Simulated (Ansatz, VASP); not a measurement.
## Two plane-wave programs on Al

Contents of INCAR:

```
SYSTEM = Al
PREC = Accurate
ENCUT = 600
EDIFF = 1E-6
ISMEAR = 0
SIGMA = 0.1
LREAL = .False.
LASPH = .True.
NELM = 80
ALGO = Normal
ISIF = 3
LWAVE = .False.
LCHARG = .False.
GGA = PS
IBRION = 2
NSW = 80
EDIFFG = -0.05
```

Contents of KPOINTS:

```
Automatic mesh
0
Gamma
  12 12 6
  0 0 0
```

POSCAR

```
Al
1.0
    2.6395769422      0.0000000000      0.0000000000
   -1.3197884711      2.2859406872      0.0000000000
    0.0000000000      0.0000000000      4.0983948487
Al
2
Direct
    0.3333333333      0.6666666667      0.2500000000
    0.6666666667      0.3333333333      0.7500000000
```

Input for Ansatz:

```yaml
crystal:
  lattice:
    - [2.6395769422, 0.0, 0.0]
    - [-1.3197884711, 2.2859406872, 0.0]
    - [0.0, 0.0, 4.0983948487]
  atoms:
    - { symbol: Al, position: [0.3333333333, 0.6666666667, 0.25] }
    - { symbol: Al, position: [0.6666666667, 0.3333333333, 0.75] }
basis:
  ecutwfc: 420
kpoints:
  mp_grid: { grid: [12, 12, 6] }
hamiltonian:
  xc: pbesol
scf:
  occupations: { method: gaussian, width: 0.1 }
output:
  forces: true
  stress: true
  eigenvalues: true
relax:
  adjacent_minimum: "off"
  f_tol: 0.05
  max_steps: 60
  cell: { stress_tol: 0.5 }
```

Alike in both runs: task relaxation of cell and atoms; functional PBEsol; k mesh 12 × 12 × 6; occupations gaussian, width 0.1 eV; no spin polarisation.

|  | VASP | Ansatz |
| --- | --- | --- |
| version | VASP 6.6.1 | Ansatz 0.2.0 |
| potentials or method | VASP PAW PBE potentials, release 64 (Al), cutoff 600 eV | scalar-relativistic, plane waves, PAW |
| valence electrons in the cell | 6 | 6 |

VASP gave:

* gap on the k mesh at the Fermi level, each at its own relaxed structure (eV): none
* relaxed volume (Å³/atom): 16.30
* relaxed cell length with the largest relative difference (Å): 2.838

**Question.** What did Ansatz give for the same quantities?

**Answer.** gap on the k mesh at the Fermi level, each at its own relaxed structure (eV): none; relaxed volume (Å³/atom): 16.26; relaxed cell length with the largest relative difference (Å): 2.835.

VASP's potentials were made for PBE, not for PBEsol. A gap of «none» marks a metal or a gap that the smearing closes.

Noted on VASP's run: the volume moved by over 15 % at a fixed basis, so the end points are rough.
